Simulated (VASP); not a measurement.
# BeS (F-43m) in VASP: further runs, part 2 of 2

VASP 6.6.1. The steps go on from the part before.

## 3. Single point, PBEsol

The input, INCAR:

```
SYSTEM = BeS
ALGO     = Normal         ! electronic algorithm
EDIFF    = 1E-6           ! SCF threshold, eV
ENCUT    = 600            ! plane-wave cutoff, eV
GGA      = PS             ! functional
GGA_COMPAT= .False.      
ISIF     = 2              ! what is computed and relaxed
ISMEAR   = -1             ! smearing method
LASPH    = .True.         ! aspherical terms in the spheres
LCHARG   = .False.        ! write CHGCAR
LREAL    = .False.        ! projectors in reciprocal space
LWAVE    = .False.        ! write WAVECAR
NBANDS   = 11             ! bands
NELM     = 120            ! most SCF steps
PREC     = Accurate       ! precision mode
SIGMA    = 0.02           ! smearing width, eV
```

The input, KPOINTS:

```
k-points
0
Gamma
  9 9 9
  0 0 0
```

The input, POSCAR:

```
BeS
1.0
    0.0000000000      2.4250000000      2.4250000000
    2.4250000000      0.0000000000      2.4250000000
    2.4250000000      2.4250000000      0.0000000000
Be S
1 1
Direct
    0.0000000000      0.0000000000      0.0000000000
    0.7500000000      0.7500000000      0.7500000000
```

Potentials or basis: VASP PAW PBE potentials, release 64 (Be, S).

Started as:

```console
> cat potpaw_PBE.64/Be/POTCAR potpaw_PBE.64/S/POTCAR > POTCAR
> mpirun -np 1 vasp_std > vasp.out
```

OUTCAR:

```text
SYSTEM = BeS
   EDIFF = 1E-6
   ENCUT = 600
   GGA = PS
   ISIF = 2
   ISMEAR = -1
   LASPH = .True.
   LREAL = .False.
   NELM = 120
   PREC = Accurate

 ion  position               nearest neighbor table
   1  0.000  0.000  0.000-   2 2.10   2 2.10   2 2.10   2 2.10
   2  0.750  0.750  0.750-   1 2.10   1 2.10   1 2.10   1 2.10

  LATTYP: Found a face centered cubic cell.
 ALAT       =     4.8500000000

  Lattice vectors:

 A1 = (   0.0000000000,   2.4250000000,   2.4250000000)
 A2 = (   2.4250000000,   0.0000000000,   2.4250000000)
 A3 = (   2.4250000000,   2.4250000000,   0.0000000000)

Analysis of symmetry for initial positions (statically):
=====================================================================
 Subroutine PRICEL returns:
 Original cell was already a primitive cell.

 Routine SETGRP: Setting up the symmetry group for a
 face centered cubic supercell.

 Subroutine GETGRP returns: Found 24 space group operations
 (whereof 24 operations were pure point group operations)
 out of a pool of 48 trial point group operations.

The static configuration has the point symmetry T_d .

Analysis of symmetry for dynamics (positions and initial velocities):
[... 166 lines left out ...]
  band No.  band energies     occupation
      1      -9.5735      2.00000
      2       4.1439      2.00000
      3       4.1439      2.00000
      4       4.1439      2.00000
      5       9.7540      0.00000
      6       9.7540      0.00000
      7       9.7540      0.00000
      8       9.8505      0.00000
      9      16.9383      0.00000
     10      16.9383      0.00000
     11      18.8202      0.00000
[... 309 lines left out ...]
 k-point    24 :       0.4444    0.4444    0.0000
  band No.  band energies     occupation
      1      -7.4880      2.00000
      2      -0.7760      2.00000
      3       1.5253      2.00000
      4       1.5253      2.00000
      5       7.1697      0.00000
      6       9.0249      0.00000
      7      16.4629      0.00000
      8      16.4629      0.00000
      9      19.1288      0.00000
     10      20.3402      0.00000
     11      21.4935      0.00000

 [... further k-points ...]
[... 5 lines left out ...]
  --------------------------------------------------------------------------------------
  -------------------------------------------------------------------------------------
  Total       -0.0939212     -0.0939212     -0.0939212      0.0000000      0.0000000      0.0000000
  in kB       -5.2760511     -5.2760511     -5.2760511      0.0000000      0.0000000      0.0000000
  external PRESSURE =      -5.2760511 kB  Pullay stress =       0.0000000 kB

 VOLUME and BASIS-vectors are now :
 -----------------------------------------------------------------------------
  energy-cutoff  :      600.00
  volume of cell :       28.52
      direct lattice vectors                 reciprocal lattice vectors
     0.000000000  2.425000000  2.425000000    -0.206185567  0.206185567  0.206185567
     2.425000000  0.000000000  2.425000000     0.206185567 -0.206185567  0.206185567
     2.425000000  2.425000000  0.000000000     0.206185567  0.206185567 -0.206185567

 POSITION                                       TOTAL-FORCE (eV/Angst)
 -----------------------------------------------------------------------------------
      0.00000      0.00000      0.00000         0.000000     -0.000000      0.000000
      3.63750      3.63750      3.63750        -0.000000      0.000000     -0.000000
 -----------------------------------------------------------------------------------
    total drift:                                0.000000      0.000000     -0.000000

  FREE ENERGIE OF THE ION-ELECTRON SYSTEM (eV)
  ---------------------------------------------------
  free  energy   TOTEN  =       -10.5643101376 eV

  energy  without entropy=      -10.5643101376  energy(sigma->0) =      -10.56431014
```

OSZICAR:

```text
N       E                     dE             d eps       ncg     rms          rms(c)
DAV:   1     0.214172123762E+02    0.21417E+02   -0.41983E+03   770   0.702E+02
DAV:   2    -0.941498214773E+01   -0.30832E+02   -0.29342E+02  1006   0.122E+02
DAV:   3    -0.107420456205E+02   -0.13271E+01   -0.13247E+01  1008   0.255E+01
DAV:   4    -0.107500899136E+02   -0.80443E-02   -0.80428E-02   943   0.230E+00
DAV:   5    -0.107501538445E+02   -0.63931E-04   -0.63930E-04   993   0.201E-01    0.534E+00
DAV:   6    -0.106118948367E+02    0.13826E+00   -0.10983E-01   889   0.153E+00    0.352E+00
DAV:   7    -0.105639934243E+02    0.47901E-01   -0.10889E-01   931   0.164E+00    0.801E-01
DAV:   8    -0.105642543149E+02   -0.26089E-03   -0.55750E-03   999   0.402E-01    0.138E-01
DAV:   9    -0.105642980803E+02   -0.43765E-04   -0.32731E-04   938   0.119E-01    0.404E-02
DAV:  10    -0.105643069325E+02   -0.88522E-05   -0.35676E-05  1040   0.296E-02    0.108E-02
DAV:  11    -0.105643099940E+02   -0.30614E-05   -0.79114E-06   895   0.155E-02    0.595E-03
DAV:  12    -0.105643101376E+02   -0.14368E-06   -0.18801E-07   529   0.321E-03
   1 F= -.10564310E+02 E0= -.10564310E+02  d E =-.186206E-11
```

stdout:

```text
POSCAR found type information on POSCAR BeS
 POSCAR found :  2 types and       2 ions
 scaLAPACK will be used
 -----------------------------------------------------------------------------
|                                                                             |
|                                                                             |
|     You enforced a specific xc type in the INCAR file but a different       |
|     I HOPE YOU KNOW WHAT YOU ARE DOING!                                     |
|                                                                             |
 -----------------------------------------------------------------------------

 LDA part: xc-table for (Slater+PW92), standard interpolation
 POSCAR, INCAR and KPOINTS ok, starting setup
 FFT: planning ... GRIDC
 FFT: planning ... GRID_SOFT
 FFT: planning ... GRID
 WAVECAR not read
 entering main loop
```

Wall time 10 s (1 thread of Intel Xeon 6975P-C, shared host); peak memory 0.15 GiB.

Results:

| Item | Value |
| --- | --- |
| Free energy | -10.5643 eV |
| Pressure | -0.5 GPa |
| Band gap on the k mesh | 3.03 eV, indirect (least direct gap 5.61 eV) |

Caveat: the PAW data sets were made with another functional, which shifts forces and pressure a little.

## 4. Single point, LDA (functional lda, volume scaled by 1.04)

The input, INCAR:

```
SYSTEM = BeS
ALGO = Normal
EDIFF = 1E-6
ENCUT = 600
GGA = CA
GGA_COMPAT = .False.
ISIF = 2
ISMEAR = -1
LASPH = .True.
LCHARG = .True.
LELF = .True.
LREAL = .False.
LVHAR = .True.
LWAVE = .False.
NBANDS = 11
NELM = 120
PREC = Accurate
SIGMA = 0.02
```

KPOINTS is that of step 3.

The input, POSCAR:

```
BeS
1.0
    0.0000000000      2.4569115543      2.4569115543
    2.4569115543      0.0000000000      2.4569115543
    2.4569115543      2.4569115543      0.0000000000
Be S
1 1
Direct
    0.0000000000      0.0000000000      0.0000000000
    0.7500000000      0.7500000000      0.7500000000
```

Potentials or basis: VASP PAW LDA potentials, release 64 (Be, S).

Started as:

```console
> cat potpaw_LDA.64/Be/POTCAR potpaw_LDA.64/S/POTCAR > POTCAR
> mpirun -np 1 vasp_std > vasp.out
```

It took 9 s on 1 thread of Intel Xeon 6975P-C, shared host; peak memory 0.14 GiB.

It converged, with:

- Free energy: -11.0993 eV
- Pressure: -6.4 GPa
- Band gap on the k mesh: 3.08 eV, indirect (least direct gap 5.35 eV)

Levels at points of the mesh, in eV from the valence-band top:
| k point | band 1 | band 2 | band 3 | band 4 | band 5 | band 6 | band 7 | band 8 | band 9 |
| --- | --- | --- | --- | --- | --- | --- | --- | --- | --- |
| (0.00, 0.00, 0.00) | -13.40 | 0.00 | 0.00 | 0.00 | 5.35 | 5.56 | 5.56 | 5.56 | 12.73 |

 A k mesh can miss the band edges.

## 5. Single point, r2SCAN

The input, POSCAR:

```
BeS
1.0
    0.0000000000      2.4250000000      2.4250000000
    2.4250000000      0.0000000000      2.4250000000
    2.4250000000      2.4250000000      0.0000000000
Be S
1 1
Direct
    0.0000000000      0.0000000000      0.0000000000
    0.7500000000      0.7500000000      0.7500000000
```

The input, INCAR.step1:

```
SYSTEM = BeS
PREC     = Accurate       ! precision mode
ENCUT    = 660            ! plane-wave cutoff, eV
ISMEAR   = -1             ! smearing method
SIGMA    = 0.02           ! smearing width, eV
LREAL    = .False.        ! projectors in reciprocal space
LASPH    = .True.         ! aspherical terms in the spheres
NELM     = 120            ! most SCF steps
NBANDS   = 11             ! bands
GGA      = PE             ! functional
ALGO     = Normal         ! electronic algorithm
EDIFF    = 1E-5           ! SCF threshold, eV
LWAVE    = .True.         ! write WAVECAR
LCHARG   = .False.        ! write CHGCAR
GGA_COMPAT= .False.
```

The input, INCAR.step2:

```
SYSTEM = BeS
PREC     = Accurate       ! precision mode
ENCUT    = 660            ! plane-wave cutoff, eV
EDIFF    = 1E-6           ! SCF threshold, eV
ISMEAR   = -1             ! smearing method
SIGMA    = 0.02           ! smearing width, eV
LREAL    = .False.        ! projectors in reciprocal space
LASPH    = .True.         ! aspherical terms in the spheres
NELM     = 120            ! most SCF steps
ALGO     = Normal         ! electronic algorithm
ISIF     = 2              ! what is computed and relaxed
LWAVE    = .False.        ! write WAVECAR
LCHARG   = .True.         ! write CHGCAR
METAGGA  = R2SCAN         ! meta-GGA
LMIXTAU  = .True.       
LELF     = .True.         ! ELF
LVHAR    = .True.       
NBANDS   = 11             ! bands
ISTART   = 1            
GGA_COMPAT= .False.
```

The input, KPOINTS:

```
regular mesh
0
Gamma
  9 9 9
  0 0 0
```

Potentials or basis: VASP PAW PBE potentials, release 64 (Be, S).

Started as:

```console
> cat potpaw_PBE.64/Be/POTCAR potpaw_PBE.64/S/POTCAR > POTCAR
> cp INCAR.step1 INCAR
> mpirun -np 1 vasp_std > vasp.out
> cp INCAR.step2 INCAR
> mpirun -np 1 vasp_std > vasp.out
```

It took 52 s on 1 thread of Intel Xeon 6975P-C, shared host; peak memory 0.17 GiB.

The run converged. Its results:

- Free energy: -14.7856 eV
- Pressure: 1.5 GPa
- Band gap on the k mesh: 3.67 eV, indirect (least direct gap 6.26 eV)

Levels at points of the mesh, in eV from the valence-band top:
| k point | band 1 | band 2 | band 3 | band 4 | band 5 | band 6 | band 7 | band 8 |
| --- | --- | --- | --- | --- | --- | --- | --- | --- |
| (0.00, 0.00, 0.00) | -14.30 | 0.00 | 0.00 | 0.00 | 6.26 | 6.26 | 6.26 | 6.69 |

Caveat: the PAW data sets were made with another functional, which shifts forces and pressure a little. r2SCAN opens gaps a little over a GGA but as a rule still falls short of measured ones.

## 6. Summary

```tsv
level	potentials or basis	cell	cutoff (eV)	gap on the mesh (eV)	pressure (GPa)
LDA	VASP PAW LDA potentials, release 64 (Be, S)	a = 3.429 Å, angles 60.0°, 2 atoms	600	3.00	-3.1
PBEsol	VASP PAW PBE potentials, release 64 (Be, S)	a = 3.429 Å, angles 60.0°, 2 atoms	600	3.03	-0.5
LDA	VASP PAW LDA potentials, release 64 (Be, S)	a = 3.475 Å, angles 60.0°, 2 atoms	600	3.08	-6.4
r2SCAN	VASP PAW PBE potentials, release 64 (Be, S)	a = 3.429 Å, angles 60.0°, 2 atoms	660	3.67	1.5
```

Alike in all rows: task single point; no spin polarisation; k mesh 9 × 9 × 9; smearing fermi-dirac 0.02 eV.

Caveats: the PAW data sets were made with another functional, which shifts forces and pressure a little (some runs).

Total energies depend on the potentials used, so only differences within one code and one set of settings carry meaning.
